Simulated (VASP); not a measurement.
# SnO (P1) in VASP: notebook, part 2 of 2

VASP 6.6.1. Earlier steps stand in the parts before.

## Step 5: Single point, LDA

Input file INCAR:

```
ALGO = Normal
EDIFF = 1E-7
ENCUT = 520
GGA = CA
ISIF = 2
ISMEAR = 0
LASPH = T
LCHARG = F
LREAL = F
LWAVE = F
NBANDS = 28
NELM = 80
PREC = Accurate
SIGMA = 0.01
```

Input file KPOINTS:

```
k-points
0
Gamma
  4 3 3
```

Input file POSCAR:

```
SnO
1.0
    3.3550050000      0.0000000000      0.0000000000
    0.0000000000      5.6741040000      0.0000000000
    0.0000000000      0.0000000000      4.2219700000
Sn O
2 2
Direct
   -0.0031166813      0.2029714274      0.4959654459
    0.4935417869      0.7505678382     -0.0042159777
   -0.0015880444      0.8754660170      0.7272840974
    0.4971607455      0.0808579960      0.2340962844
```

Potentials or basis: VASP PAW LDA potentials, release 64 (Sn_d, O).

Started as:

```
$ cat potpaw_LDA.64/Sn_d/POTCAR potpaw_LDA.64/O/POTCAR > POTCAR
$ mpirun -np 1 vasp_std > vasp.out
```

OUTCAR:

```text
EDIFF = 1E-7
   ENCUT = 520
   GGA = CA
   ISIF = 2
   ISMEAR = 0
   LASPH = T
   LREAL = F
   NELM = 80
   PREC = Accurate

 ion  position               nearest neighbor table
   1  0.997  0.203  0.496-   3 2.10   4 2.12   4 2.13   2 3.72   2 3.72   2 3.73   2 3.73
   2  0.494  0.751  0.996-   4 2.13   3 2.13   3 2.16   1 3.72   1 3.72   1 3.73   1 3.73
   3  0.998  0.875  0.727-   1 2.10   2 2.13   2 2.16
   4  0.497  0.081  0.234-   1 2.12   1 2.13   2 2.13

  LATTYP: Found a simple orthorhombic cell.
 ALAT       =     3.3550050000
 B/A-ratio  =     1.2584094510
 C/A-ratio  =     1.6912356315

  Lattice vectors:

 A1 = (  -3.3550050000,   0.0000000000,   0.0000000000)
 A2 = (   0.0000000000,   0.0000000000,   4.2219700000)
 A3 = (   0.0000000000,   5.6741040000,   0.0000000000)

Analysis of symmetry for initial positions (statically):
=====================================================================
 Subroutine PRICEL returns:
 Original cell was already a primitive cell.

 Routine SETGRP: Setting up the symmetry group for a
 simple orthorhombic supercell.

 Subroutine GETGRP returns: Found  1 space group operations
 (whereof  1 operations were pure point group operations)
 out of a pool of  8 trial point group operations.

The static configuration has the point symmetry C_1 .

Analysis of symmetry for dynamics (positions and initial velocities):
=====================================================================
 Subroutine PRICEL returns:
 Original cell was already a primitive cell.

 Routine SETGRP: Setting up the symmetry group for a
 simple orthorhombic supercell.

 Subroutine GETGRP returns: Found  1 space group operations
 (whereof  1 operations were pure point group operations)
 out of a pool of  8 trial point group operations.

The dynamic configuration has the point symmetry C_1 .

 Subroutine INISYM returns: Found  1 space group operations
 (whereof  1 operations are pure point group operations),
 and found     1 'primitive' translations

----------------------------------------------------------------------------------------

                                     Primitive cell

  volume of cell :      80.3722

  direct lattice vectors                    reciprocal lattice vectors
     3.355005000  0.000000000  0.000000000     0.298062149  0.000000000  0.000000000
     0.000000000  5.674104000  0.000000000     0.000000000  0.176239279  0.000000000
     0.000000000  0.000000000  4.221970000     0.000000000  0.000000000  0.236856254

  length of vectors
     3.355005000  5.674104000  4.221970000     0.298062149  0.176239279  0.236856254

  position of ions in fractional coordinates (direct lattice)
     0.996883319  0.202971427  0.495965446
     0.493541787  0.750567838  0.995784022
     0.998411956  0.875466017  0.727284097
     0.497160745  0.080857996  0.234096284

  ion indices of the primitive-cell ions
   primitive index   ion index
                 1           1
                 2           2
                 3           3
                 4           4

----------------------------------------------------------------------------------------

 KPOINTS: k-points

Automatic generation of k-mesh.
 Grid dimensions read from file:
 generate k-points for:    4    3    3

 Generating k-lattice:

  Cartesian coordinates                     Fractional coordinates (reciprocal lattice)
     0.074515537  0.000000000  0.000000000     0.250000000  0.000000000  0.000000000
     0.000000000  0.058746426  0.000000000     0.000000000  0.333333333  0.000000000
     0.000000000  0.000000000  0.078952085     0.000000000  0.000000000  0.333333333

  Length of vectors
     0.074515537  0.058746426  0.078952085

  Shift w.r.t. Gamma in fractional coordinates (k-lattice)
     0.000000000  0.000000000  0.000000000

 Subroutine IBZKPT returns following result:
 ===========================================

 Found     19 irreducible k-points:

 Following reciprocal coordinates:
            Coordinates               Weight
  0.000000  0.000000  0.000000      1.000000
  0.250000  0.000000  0.000000      2.000000
  0.500000  0.000000  0.000000      1.000000
  0.000000  0.333333  0.000000      2.000000
  0.250000  0.333333  0.000000      2.000000
  0.250000 -0.333333  0.000000      2.000000
[... 11 lines left out ...]
  0.500000  0.333333  0.333333      2.000000
  0.500000 -0.333333  0.333333      2.000000
   k-points           NKPTS =     19   k-points in BZ     NKDIM =     19   number of bands    NBANDS=     28
   number of dos      NEDOS =    301   number of ions     NIONS =      4
   total plane-waves  NPLWV =  37632
   dimension x,y,z NGX =    28 NGY =   42 NGZ =   32
   dimension x,y,z NGXF=    56 NGYF=   84 NGZF=   64
   ions per type =               2   2
   NGX,Y,Z   is equivalent  to a cutoff of  13.87, 12.31, 12.60 a.u.
   NGXF,Y,Z  is equivalent  to a cutoff of  27.75, 24.61, 25.20 a.u.
 SYSTEM =  unknown system
   PREC   = accura    normal or accurate (medium, high low for compatibility)
   ISTART =      0    job   : 0-new  1-cont  2-samecut
   ICHARG =      2    charge: 1-file 2-atom 10-const
   ISPIN  =      1    spin polarized calculation?
   LNONCOLLINEAR =      F non collinear calculations
   LSORBIT =      F    spin-orbit coupling
   LASPH  =      T    aspherical Exc in radial PAW
   ENCUT  =  520.0 eV  38.22 Ry    6.18 a.u.   6.24 10.55  7.85*2*pi/ulx,y,z
   NELM   =     80;   NELMIN=  2; NELMDL= -5     # of ELM steps
   EDIFF  = 0.1E-06   stopping-criterion for ELM
   LREAL  =      F    real-space projection
   EDIFFG = 0.1E-05   stopping-criterion for IOM
   NSW    =      0    number of steps for IOM
   IBRION =     -1    ionic relax: 0-MD 1-quasi-New 2-CG
   NFREE  =      0    steps in history (QN), initial steepest desc. (CG)
   ISIF   =      2    stress and relaxation
   ISYM   =      2    0-nonsym 1-usesym 2-fastsym
   POTIM  = 0.5000    time-step for ionic-motion
   TEBEG  =    0.0;   TEEND  =   0.0 temperature during run
   PSTRESS=    0.0 pullay stress
   NELECT =      40.0000    total number of electrons
   NUPDOWN=      -1.0000    fix difference up-down
   EMIN   =  10.00;   EMAX   =-10.00  energy-range for DOS
   EFERMI =   0.00;   METHOD = LEGACY
   ISMEAR =     0;   SIGMA  =   0.01  broadening in eV -4-tet -1-fermi 0-gaus
   EFERMI_NEDOS =   21; number of points for ismear=-14 and -15
   IALGO  =     38    algorithm
   IMIX   =      4    mixing-type and parameters
     AMIX     =   0.40;   BMIX     =  1.00
     AMIX_MAG =   1.60;   BMIX_MAG =  1.00
  volume/ion in A,a.u.               =      20.09       135.59
  Fermi-wavevector in a.u.,A,eV,Ry     =   1.297357  2.451650 22.900458  1.683136
  Thomas-Fermi vector in A             =   2.428755
   LORBIT       =      0    0 simple, 1 ext, 2 COOP (PROOUT), +10 PAW based schemes
   GGA     = CA    functional components
   LHFCALC =     F    Hartree Fock is set to
   AEXX    =    0.0000 exact exchange contribution
   IVDW    =     0    specifies the selected vdW correction
   LEPSILON=     F    determine dielectric tensor
   LRPA    =     F    only Hartree local field effects (RPA)
 non-spin polarized calculation
 Gauss-broadening in eV      SIGMA  =   0.01
  energy-cutoff  :      520.00
  volume of cell :       80.37
 maximum number of plane-waves:      2172
 NGX is ok and might be reduce to    28
   NGX = 13   NGY = 21   NGZ = 15

 number of electron      40.0000011 magnetization

 Free energy of the ion-electron system (eV)
  ---------------------------------------------------
  ext. energy  EPLUGINS =         0.00000000
  ---------------------------------------------------
  free energy    TOTEN  =       -25.21816407 eV

  energy without entropy =      -25.21816407  energy(sigma->0) =      -25.21816407

 E-fermi :   4.7795     XC(G=0):  -9.9326

 val. band max:        4.6637894279   @ k =   0.0000   0.0000   0.0000
 cond. band min:       6.3066545359   @ k =   0.5000  -0.3333   0.3333
 fundamental gap:      1.6428651080
 Fermi energy:         4.7795099918

 k-point     1 :       0.0000    0.0000    0.0000
  band No.  band energies     occupation
      1     -16.6123      2.00000
      2     -16.2285      2.00000
      3     -16.1327      2.00000
      4     -16.1271      2.00000
      5     -16.0682      2.00000
      6     -16.0465      2.00000
[... 20 lines left out ...]
     27      13.0369      0.00000
[... 536 lines left out ...]
      6     -16.0353      2.00000
[... 20 lines left out ...]
     27      13.5722      0.00000
     28      14.3619      0.00000

------------------------ aborting loop because EDIFF is reached ----------------------------------------

  FORCE on cell =-STRESS in cart. coord.  units (eV):
  Direction    XX          YY          ZZ          XY          YZ          ZX
  --------------------------------------------------------------------------------------
  -------------------------------------------------------------------------------------
  Total       -1.8946921     -0.8397153     -1.1309495     -0.0631375     -0.0905941      0.0858253
  in kB      -37.7697070    -16.7392912    -22.5448942     -1.2586143     -1.8059471      1.7108829
  external PRESSURE =     -25.6846308 kB  Pullay stress =       0.0000000 kB

 VOLUME and BASIS-vectors are now :
 -----------------------------------------------------------------------------
  energy-cutoff  :      520.00
  volume of cell :       80.37
      direct lattice vectors                 reciprocal lattice vectors
     3.355005000  0.000000000  0.000000000     0.298062149  0.000000000  0.000000000
     0.000000000  5.674104000  0.000000000     0.000000000  0.176239279  0.000000000
     0.000000000  0.000000000  4.221970000     0.000000000  0.000000000  0.236856254

 POSITION                                       TOTAL-FORCE (eV/Angst)
 -----------------------------------------------------------------------------------
      3.34455      1.15168      2.09395         0.006400      0.161890      0.026693
      1.65584      4.25880      4.20417         0.093564      0.122900     -0.065126
      3.34968      4.96749      3.07057        -0.090835     -0.026283      0.189045
      1.66798      0.45880      0.98835        -0.009129     -0.258507     -0.150613
 -----------------------------------------------------------------------------------
    total drift:                                0.001027     -0.000546      0.000442

  FREE ENERGIE OF THE ION-ELECTRON SYSTEM (eV)
  ---------------------------------------------------
  free  energy   TOTEN  =       -25.2181640657 eV

  energy  without entropy=      -25.2181640657  energy(sigma->0) =      -25.21816407
```

It took 27 s on 1 thread of Intel Xeon Platinum 8488C (Sapphire Rapids), shared host; peak memory 0.17 GiB.

What came out:

- Free energy: -25.2182 eV
- Pressure: -2.6 GPa
- Largest force: 0.299 eV/Å
- Band gap on the k mesh: 1.64 eV, indirect (least direct gap 2.23 eV)

Forces in eV/Å, atoms in the order of the input:
```
Sn   0.006  0.162  0.027
Sn   0.094  0.123 -0.065
O   -0.091 -0.026  0.189
O   -0.009 -0.259 -0.151
```

Caveat: the k points lie up to 0.50 Å⁻¹ apart; spin-orbit coupling is left out, which moves the levels of the heavy elements.
